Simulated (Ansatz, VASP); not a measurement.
## SiC: VASP beside Ansatz

INCAR

```
SYSTEM = SiC
AGGAC    = 1.0          
AGGAX    = 1.0          
ALDAC    = 0.0          
ALDAX    = 1.0          
ALGO     = Normal         ! electronic algorithm
EDIFF    = 1E-7           ! SCF threshold, eV
ENCUT    = 520            ! plane-wave cutoff, eV
GGA      = B5             ! functional
ISIF     = 2              ! what is computed and relaxed
ISMEAR   = -1             ! smearing method
IVDW     = 12             ! dispersion correction
LASPH    = .TRUE.         ! aspherical terms in the spheres
LCHARG   = .FALSE.        ! write CHGCAR
LREAL    = .FALSE.        ! projectors in reciprocal space
LWAVE    = .FALSE.        ! write WAVECAR
NBANDS   = 26             ! bands
NELM     = 100            ! most SCF steps
PREC     = Accurate       ! precision mode
SIGMA    = 0.05           ! smearing width, eV
VDW_A1   = 0.4298       
VDW_A2   = 4.2359       
VDW_S6   = 1.0          
VDW_S8   = 2.6996
```

File KPOINTS:

```
k-points
0
G
  10 10 3
  0 0 0
```

Contents of POSCAR:

```
SiC
1.0
    3.0129072637      0.0000000000      0.0000000000
   -1.5064536318      2.6092542296      0.0000000000
    0.0000000000      0.0000000000      9.8650653976
Si C
4 4
Direct
    0.0000000000      0.0000000000      0.1878943800
    0.0000000000      0.0000000000      0.6878943800
    0.3333333333      0.6666666667      0.4378419800
    0.6666666667      0.3333333333      0.9378419800
    0.0000000000      0.0000000000      0.0004600500
    0.0000000000      0.0000000000      0.5004600500
    0.3333333333      0.6666666667      0.2498025900
    0.6666666667      0.3333333333      0.7498025900
```

input.yaml

```yaml
crystal:
  lattice:
    - [3.0129072637, 0.0, 0.0]
    - [-1.5064536318, 2.6092542296, 0.0]
    - [0.0, 0.0, 9.8650653976]
  atoms:
    - { symbol: Si, position: [0.0, 0.0, 0.18789438] }
    - { symbol: Si, position: [0.0, 0.0, 0.68789438] }
    - { symbol: Si, position: [0.3333333333, 0.6666666667, 0.43784198] }
    - { symbol: Si, position: [0.6666666667, 0.3333333333, 0.93784198] }
    - { symbol: C, position: [0.0, 0.0, 0.00046005] }
    - { symbol: C, position: [0.0, 0.0, 0.50046005] }
    - { symbol: C, position: [0.3333333333, 0.6666666667, 0.24980259] }
    - { symbol: C, position: [0.6666666667, 0.3333333333, 0.74980259] }
hamiltonian:
  xc: blyp
  pseudopotentials: { kind: paw }
  dispersion: d3bj
kpoints:
  mp_grid: { grid: [10, 10, 3] }
scf:
  occupations: { method: fermi_dirac, width: 0.05 }
output:
  forces: true
  stress: true
  eigenvalues: true
```

Alike in both runs: task single point; functional BLYP; dispersion D3(BJ); k mesh 10 × 10 × 3; occupations fermi-dirac, width 0.05 eV; no spin polarisation.

```csv
,VASP,Ansatz
version,VASP 6.6.1,Ansatz 0.2.0
potentials or method,"VASP PAW PBE potentials, release 64 (Si, C)",Ansatz PAW
plane-wave cutoff (eV),520,420
valence electrons in the cell,32,32
```

Ansatz gave:

| Property | Result |
| --- | --- |
| gap on the k mesh at the Fermi level (eV) | 2.55 |
| least direct gap on the mesh (eV) | 3.67 |
| pressure (GPa) | 13.2 |
| traceless stress, the component that is largest in VASP (GPa) | -0.09 |
| rms of the force components (eV/Å) | 0.007 |

Question: Which values does VASP return?

Answer: gap on the k mesh at the Fermi level (eV): 2.56; least direct gap on the mesh (eV): 3.69; pressure (GPa): 13.9; traceless stress, the component that is largest in VASP (GPa): -0.08; rms of the force components (eV/Å): 0.007.

VASP's potentials were made for PBE, not for BLYP. Atom by atom the forces differ by 0.001 eV/Å (rms over components).

Noted on Ansatz's run: odd divisions of the mesh miss points on the zone boundary, where band edges often lie, so the gap on the mesh can be too wide.
